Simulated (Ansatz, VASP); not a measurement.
# One calculation of Ir, two programs

```
CELL_PARAMETERS angstrom
2.46532 0.00000 0.00000
0.00000 2.46532 0.00000
0.00000 0.00000 2.46532
ATOMIC_POSITIONS crystal
Ir 0.00000 0.00000 0.00000
```

Alike in both runs: task relaxation of cell and atoms; functional PBE; k mesh 8 × 8 × 8; occupations gaussian, width 0.1 eV; no spin polarisation.

|  | VASP | Ansatz |
| --- | --- | --- |
| version | VASP 6.6.1 | Ansatz 0.2.0 |
| potentials or method | VASP PAW PBE potentials, release 64 (Ir), cutoff 600 eV | scalar-relativistic, plane waves, PAW |
| valence electrons in the cell | 9 | 17 |

|  | VASP | Ansatz | Ansatz less VASP |
| --- | --- | --- | --- |
| gap on the k mesh at the Fermi level, each at its own relaxed structure (eV) | none | none | - |
| relaxed volume (Å³/atom) | 16.95 | 16.93 | -0.017 |
| relaxed cell length with the largest relative difference (Å) | 2.569 | 2.568 | -0.0009 |

A gap of «none» marks a metal or a gap that the smearing closes. VASP's potentials hold 9 valence electrons a cell and Ansatz's 17, so a difference there can come from the potentials and not from the codes.

Neither program's run includes spin-orbit coupling.
